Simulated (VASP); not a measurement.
**Al: single point with LDA**

Crystal: Al.

```
CELL_PARAMETERS angstrom
2.82708 0.00000 0.00000
-1.41354 2.44832 0.00000
0.00000 0.00000 9.18599
ATOMIC_POSITIONS crystal
Al 0.00000 0.00000 0.00000
Al 0.33333 0.66667 0.25000
Al 0.00000 0.00000 0.50000
Al 0.66667 0.33333 0.75000
```

| Item | Value |
| --- | --- |
| Program | VASP 6.6.1 |
| Task | single point |
| Functional | LDA |
| Potentials or basis | VASP PAW LDA potentials, release 64 (Al) |
| Cutoff | 520 eV |
| k mesh | 9 × 9 × 3 |
| Occupations | methfessel-paxton, width 0.05 eV |
| Spin | no spin polarisation |
| Dipole correction | no |
| Further INCAR settings | ALGO = Normal; EDIFF = 1e-06; NBANDS = 14 |

```
Pressure               : -0.4 GPa
Band gap on the k mesh : zero (band 6 reaches 12.22 eV, above the bottom of band 7 at 6.81 eV)
```

Stress tensor (GPa, compression positive):
```
-1.50  0.00  0.00
 0.00 -1.50  0.00
 0.00  0.00  1.81
```

Levels at points of the mesh, in eV from the Fermi level:
```tsv
k point	band 1	band 2	band 3	band 4	band 5	band 6	band 7	band 8	band 9	band 10
(0.00, 0.00, 0.00)	-11.23	-9.49	-9.48	-4.53	-4.25	3.73	3.74	10.90	10.90	11.09
```

Run time: 20 s on 1 thread of Intel Xeon 8259CL, on a shared host, peak memory 0.16 GiB.
